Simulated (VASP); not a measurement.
Wanted: the native input for a VASP 6.6.1 run.

```
Task                   : relaxation of cell and atoms
Functional             : r2SCAN
Potentials or basis    : VASP PAW PBE potentials, release 64 (In_d, P)
Cutoff                 : 600 eV
k mesh                 : 6 × 6 × 6
Occupations            : fermi-dirac, width 0.02 eV
Spin                   : no spin polarisation
Dipole correction      : no
Further INCAR settings : ALGO = Normal; EDIFF = 1e-07; IBRION = 2; EDIFFG = -0.005; NSW = 80; ISIF = 3
```

Crystal: InP.

```
In P
1.0
     3.44853    0.00000    0.00000
     0.00000    3.44853    0.00000
     0.00000    0.00000    3.44853
In P
1 1
Direct
  0.00000 0.00000 0.00000
  0.50000 0.50000 0.50000
```

The input as run:

POSCAR

```
InP
1.0
    3.4485320076      0.0000000000      0.0000000000
    0.0000000000      3.4485320076      0.0000000000
    0.0000000000      0.0000000000      3.4485320076
In P
1 1
Direct
    0.0000000000      0.0000000000      0.0000000000
    0.5000000000      0.5000000000      0.5000000000
```

INCAR.step1

```
  PREC = Accurate
  ENCUT = 600
  ISMEAR = -1
  SIGMA = 0.02
  LREAL = F
  LASPH = T
  NELM = 80
  GGA = PE
  ALGO = Normal
  EDIFF = 1E-4
  LWAVE = T
  LCHARG = F
```

INCAR.step2

```
  PREC = Accurate
  ENCUT = 600
  EDIFF = 1E-7
  ISMEAR = -1
  SIGMA = 0.02
  LREAL = F
  LASPH = T
  NELM = 80
  ALGO = Normal
  ISIF = 3
  LWAVE = F
  LCHARG = F
  METAGGA = R2SCAN
  LMIXTAU = T
  IBRION = 2
  NSW = 80
  EDIFFG = -0.005
  ISTART = 1
```

KPOINTS

```
regular mesh
0
Gamma
  6 6 6
```

Potentials or basis: VASP PAW PBE potentials, release 64 (In_d, P).

Launch:

```console
$ cat potpaw_PBE.64/In_d/POTCAR potpaw_PBE.64/P/POTCAR > POTCAR
$ cp INCAR.step1 INCAR
$ mpirun -np 1 vasp_std > vasp.out
$ cp INCAR.step2 INCAR
$ mpirun -np 1 vasp_std > vasp.out
```

It gave:

* Relaxed volume: 19.92 Å³/atom
* Relaxed cell: a = 3.415 Å, b = 3.415 Å, c = 3.415 Å, α = 90.00°, β = 90.00°, γ = 90.00°
* Space group after relaxing (to 0.1 Å): Pm-3m (No. 221)
* Energy gained by relaxing: 3.9 meV/atom
* Ionic steps: 3
* Pressure after relaxing: 0.0 GPa

Caveat: the highest band is partly filled, so the run has too few bands; the PAW data sets were made with another functional, which shifts forces and pressure a little.

It took 4.4 min on 1 thread of Intel Xeon 8259CL, on a shared host, peak memory 0.18 GiB.
